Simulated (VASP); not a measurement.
# Si (a cell with a defect) in VASP: single point with PBEsol

Aim: the single point of Si (a cell with a defect) with PBEsol.

Everything below comes from runs of VASP 6.6.1. Logs are shortened: lines on timing, memory, paths and dates and some standing lists are left out, and cuts for length are marked.

**1. The cell of the first run**

The cell holds a defect, 17 atoms: a = 7.679 Å, b = 7.679 Å, c = 7.679 Å, α = 60.00°, β = 60.00°, γ = 60.00°.

**2. Single point, PBEsol**

The input, INCAR:

```
ALGO     = Normal         # electronic algorithm
EDIFF    = 1E-7           # SCF threshold, eV
ENCUT    = 520            # plane-wave cutoff, eV
GGA      = PS             # functional
ISIF     = 2              # what is computed and relaxed
ISMEAR   = 0              # smearing method
LASPH    = True           # aspherical terms in the spheres
LCHARG   = False          # write CHGCAR
LREAL    = Auto         
LWAVE    = False          # write WAVECAR
NBANDS   = 48             # bands
NELM     = 80             # most SCF steps
PREC     = Accurate       # precision mode
SIGMA    = 0.05           # smearing width, eV
```

The input, KPOINTS:

```
k-points
0
Gamma
  2 2 2
```

The input, POSCAR:

```
Si
1.0
    0.0000000000      5.4300000000      5.4300000000
    5.4300000000      0.0000000000      5.4300000000
    5.4300000000      5.4300000000      0.0000000000
Si
17
Direct
    0.0183668452     -0.0406159457      0.0042973173
    0.1340706737      0.1249085037      0.1169937288
    0.0043757850      0.0035013534      0.4892935372
    0.1317869856      0.1068397367      0.6298065918
    0.0177358225      0.5189676365      0.0043777441
    0.1008469890      0.6012825091      0.1971441481
   -0.0262082640      0.4739702817      0.5784962078
    0.1314832790      0.6321532546      0.6297521228
    0.5090931455      0.0098731987     -0.0277920824
    0.6242751549      0.1249439912      0.1169645102
    0.5030302409      0.0035367026      0.4892342875
    0.6332627727      0.1337083628      0.5999076084
    0.4590231830      0.5191279612      0.0043657876
    0.6241573526      0.6348134254      0.1170834045
    0.5028843376      0.5049207797      0.4894743274
    0.6066587887      0.6322292452      0.6297716554
    0.8369180081      0.3372495033     -0.0109702967
```

Potentials or basis: VASP PAW PBE potentials, release 64 (Si).

The run is started by

```bash
$ cat potpaw_PBE.64/Si/POTCAR > POTCAR
$ mpirun -np 1 vasp_std > vasp.out
```

OUTCAR:

```text
EDIFF = 1E-7
   ENCUT = 520
   GGA = PS
   ISIF = 2
   ISMEAR = 0
   LASPH = True
   LREAL = Auto
   NELM = 80
   PREC = Accurate

 ion  position               nearest neighbor table
   1  0.018  0.959  0.004-   6 2.30   4 2.35   2 2.48  17 2.48  10 2.48
   2  0.134  0.125  0.117-   3 2.33   9 2.36  17 2.40   1 2.48   5 2.48
   3  0.004  0.004  0.489-  12 2.33   4 2.33   8 2.33   2 2.33
   4  0.132  0.107  0.630-  11 2.33   3 2.33   7 2.35   1 2.35
   5  0.018  0.519  0.004-   6 2.30   8 2.35  14 2.48  17 2.48   2 2.48
   6  0.101  0.601  0.197-   1 2.30  13 2.30   5 2.30   7 2.39
   7  0.974  0.474  0.578-   4 2.35  16 2.35   8 2.35   6 2.39  17 2.57
   8  0.131  0.632  0.630-   3 2.33  15 2.33   7 2.35   5 2.35
   9  0.509  0.010  0.972-  12 2.33  10 2.35   2 2.36  14 2.36
  10  0.624  0.125  0.117-  11 2.33   9 2.35  17 2.40   1 2.48  13 2.48
  11  0.503  0.004  0.489-  12 2.33   4 2.33  16 2.33  10 2.33
  12  0.633  0.134  0.600-  11 2.33   3 2.33  15 2.33   9 2.33
  13  0.459  0.519  0.004-   6 2.30  16 2.35  14 2.48  17 2.48  10 2.48
  14  0.624  0.635  0.117-  15 2.34   9 2.36  17 2.40  13 2.48   5 2.48
  15  0.503  0.505  0.489-  12 2.33  16 2.33   8 2.33  14 2.34
  16  0.607  0.632  0.630-  11 2.33  15 2.33   7 2.35  13 2.35
  17  0.837  0.337  0.989-  10 2.40   2 2.40  14 2.40   5 2.48   1 2.48  13 2.48   7 2.57

  LATTYP: Found a face centered cubic cell.
 ALAT       =    10.8600000000

  Lattice vectors:

 A1 = (   0.0000000000,   5.4300000000,   5.4300000000)
 A2 = (   5.4300000000,   0.0000000000,   5.4300000000)
 A3 = (   5.4300000000,   5.4300000000,   0.0000000000)

Analysis of symmetry for initial positions (statically):
=====================================================================
 Subroutine PRICEL returns:
 Original cell was already a primitive cell.

 Routine SETGRP: Setting up the symmetry group for a
 face centered cubic supercell.

 Subroutine GETGRP returns: Found  1 space group operations
 (whereof  1 operations were pure point group operations)
 out of a pool of 48 trial point group operations.

The static configuration has the point symmetry C_1 .

Analysis of symmetry for dynamics (positions and initial velocities):
=====================================================================
 Subroutine PRICEL returns:
 Original cell was already a primitive cell.

 Routine SETGRP: Setting up the symmetry group for a
 face centered cubic supercell.

 Subroutine GETGRP returns: Found  1 space group operations
 (whereof  1 operations were pure point group operations)
[... 121 lines left out ...]
   ISIF   =      2    stress and relaxation
   ISYM   =      2    0-nonsym 1-usesym 2-fastsym
   POTIM  = 0.5000    time-step for ionic-motion
   TEBEG  =    0.0;   TEEND  =   0.0 temperature during run
   PSTRESS=    0.0 pullay stress
   NELECT =      68.0000    total number of electrons
   NUPDOWN=      -1.0000    fix difference up-down
   EMIN   =  10.00;   EMAX   =-10.00  energy-range for DOS
   EFERMI =   0.00;   METHOD = LEGACY
   ISMEAR =     0;   SIGMA  =   0.05  broadening in eV -4-tet -1-fermi 0-gaus
   EFERMI_NEDOS =   21; number of points for ismear=-14 and -15
   IALGO  =     38    algorithm
   IMIX   =      4    mixing-type and parameters
     AMIX     =   0.40;   BMIX     =  1.00
     AMIX_MAG =   1.60;   BMIX_MAG =  1.00
  volume/ion in A,a.u.               =      18.84       127.11
  Fermi-wavevector in a.u.,A,eV,Ry     =   0.976715  1.845724 12.979587  0.953973
  Thomas-Fermi vector in A             =   2.107356
   LORBIT       =      0    0 simple, 1 ext, 2 COOP (PROOUT), +10 PAW based schemes
   GGA     = PS    functional components
   LHFCALC =     F    Hartree Fock is set to
   AEXX    =    0.0000 exact exchange contribution
   IVDW    =     0    specifies the selected vdW correction
   LEPSILON=     F    determine dielectric tensor
   LRPA    =     F    only Hartree local field effects (RPA)
 non-spin polarized calculation
 Gauss-broadening in eV      SIGMA  =   0.05
  energy-cutoff  :      520.00
  volume of cell :      320.21
 maximum number of plane-waves:      8646
 NGX is ok and might be reduce to    60
   NGX = 29   NGY = 29   NGZ = 29

 number of electron      68.0000000 magnetization

 Free energy of the ion-electron system (eV)
  ---------------------------------------------------
  ext. energy  EPLUGINS =         0.00000000
  ---------------------------------------------------
  free energy    TOTEN  =       -93.67133729 eV

  energy without entropy =      -93.66100210  energy(sigma->0) =      -93.66616969

 E-fermi :   6.6804     XC(G=0):  -9.8254

 val. band max:        6.6050903664   @ k =   0.0000   0.0000   0.0000
 cond. band min:       6.6943132760   @ k =   0.0000   0.5000   0.5000
 fundamental gap:      0.0892229097
 Fermi energy:         6.6803513710

 k-point     1 :       0.0000    0.0000    0.0000
  band No.  band energies     occupation
      1      -6.2988      2.00000
      2      -3.9127      2.00000
      3      -3.6384      2.00000
      4      -3.6372      2.00000
      5      -3.4563      2.00000
      6      -2.8128      2.00000
[... 381 lines left out ...]
     45      10.1882      0.00000
     46      10.2870      0.00000
 [bands above 46 left out]

------------------------ aborting loop because EDIFF is reached ----------------------------------------

  FORCE on cell =-STRESS in cart. coord.  units (eV):
  Direction    XX          YY          ZZ          XY          YZ          ZX
  --------------------------------------------------------------------------------------
  -------------------------------------------------------------------------------------
  Total        4.8302141      4.8725514      4.8893768     -0.8447820      0.8972811      0.8589343
  in kB       24.1683764     24.3802150     24.4644022     -4.2269366      4.4896203      4.2977488
  external PRESSURE =      24.3376645 kB  Pullay stress =       0.0000000 kB

 VOLUME and BASIS-vectors are now :
 -----------------------------------------------------------------------------
  energy-cutoff  :      520.00
  volume of cell :      320.21
      direct lattice vectors                 reciprocal lattice vectors
     0.000000000  5.430000000  5.430000000    -0.092081031  0.092081031  0.092081031
     5.430000000  0.000000000  5.430000000     0.092081031 -0.092081031  0.092081031
     5.430000000  5.430000000  0.000000000     0.092081031  0.092081031 -0.092081031

 POSITION                                       TOTAL-FORCE (eV/Angst)
 -----------------------------------------------------------------------------------
      5.23279      0.12307      5.30919         0.005714     -0.013254      0.010406
      1.31353      1.36328      1.40626        -0.012715      0.013817      0.016889
      2.67588      2.68062      0.04277        -0.000520      0.013052     -0.005555
      3.99999      4.13545      1.29574         0.016306     -0.012773      0.011041
      2.84177      0.12008      2.91430        -0.014732     -0.007027      0.003759
      4.33546      1.61809      3.81256         0.010101      0.015264     -0.016090
[... 9 lines left out ...]
      6.85266      6.71382      6.72716        -0.011443      0.015215      0.006548
      7.20170      9.91490      6.37573         0.004335      0.000837      0.000359
 -----------------------------------------------------------------------------------
    total drift:                                0.006379      0.005198     -0.008609

  FREE ENERGIE OF THE ION-ELECTRON SYSTEM (eV)
  ---------------------------------------------------
  free  energy   TOTEN  =       -93.6713372914 eV

  energy  without entropy=      -93.6610020981  energy(sigma->0) =      -93.66616969
```

Run time: 3.3 min. Hardware: 1 thread of Intel Xeon Platinum 8488C (Sapphire Rapids), shared host; peak memory 0.45 GiB.

What came out:

- Free energy: -93.6713 eV
- Pressure: 2.4 GPa
- Largest force: 0.026 eV/Å
- Band gap on the k mesh: zero (band 34 reaches 6.70 eV, above the bottom of band 35 at 6.60 eV)

Forces in eV/Å, atoms in the order of the input:
```
Si   0.006 -0.013  0.010
Si  -0.013  0.014  0.017
Si  -0.001  0.013 -0.006
Si   0.016 -0.013  0.011
Si  -0.015 -0.007  0.004
Si   0.010  0.015 -0.016
Si   0.006  0.000  0.002
Si  -0.010 -0.006 -0.014
Si   0.010  0.013 -0.015
Si  -0.014 -0.018 -0.013
Si   0.000  0.005 -0.014
Si   0.000 -0.007  0.010
Si  -0.017 -0.001  0.006
Si   0.017 -0.011  0.012
Si   0.010  0.000 -0.002
Si  -0.011  0.015  0.007
Si   0.004  0.001  0.000
```

Caveat: the k points lie up to 0.50 Å⁻¹ apart; the PAW data sets were made with another functional, which shifts forces and pressure a little.
